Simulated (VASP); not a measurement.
Set up this calculation in VASP 6.6.1, as the native input.

* Task: single point
* Functional: PBE
* Potentials or basis: VASP PAW PBE potentials, release 64 (Tl_d, H)
* Cutoff: 520 eV
* k mesh: 10 × 10 × 8
* Occupations: gaussian, width 0.1 eV
* Spin: no spin polarisation
* Dipole correction: no
* Further INCAR settings: ALGO = Fast; EDIFF = 1e-06; NBANDS = 24

The structure of TlH2 lies in POSCAR:

```
TlH2
1.0
    3.8496149284      0.0000000000      0.0000000000
    0.0000000000      3.8496149284      0.0000000000
    0.0000000000      0.0000000000      5.5398987877
Tl H
2 4
Direct
    0.5000000000      0.0000000000      0.2337833376
    0.0000000000      0.5000000000      0.7662166624
    0.0000000000      0.0000000000      0.0000000000
    0.5000000000      0.5000000000      0.0000000000
    0.5000000000      0.0000000000      0.5849533783
    0.0000000000      0.5000000000      0.4150466217
```

One way to write it, as run:

INCAR

```
SYSTEM = TlH2
ALGO = Fast
EDIFF = 1E-6
ENCUT = 520
GGA = PE
ISIF = 2
ISMEAR = 0
LASPH = .True.
LCHARG = .True.
LELF = .True.
LREAL = .False.
LVHAR = .True.
LWAVE = .False.
NBANDS = 24
NELM = 80
PREC = Accurate
SIGMA = 0.1
```

KPOINTS

```
k-points
0
Gamma
  10 10 8
  0 0 0
```

Potentials or basis: VASP PAW PBE potentials, release 64 (Tl_d, H).

Run with:

```bash
$ cat potpaw_PBE.64/Tl_d/POTCAR potpaw_PBE.64/H/POTCAR > POTCAR
$ mpirun -np 1 vasp_std > vasp.out
```

Results of the run:

```yaml
Pressure: -0.1 GPa
Largest_force: 0.005 eV/Å
Band_gap_on_the_k_mesh: zero (bands 15 and 16 overlap by 3.28 eV)
```

Caveat: spin-orbit coupling is left out, which moves the levels of the heavy elements.

Run time: 2.8 min on 1 thread of Oxide Virtual Turin-like Processor, on a shared host, peak memory 0.27 GiB.
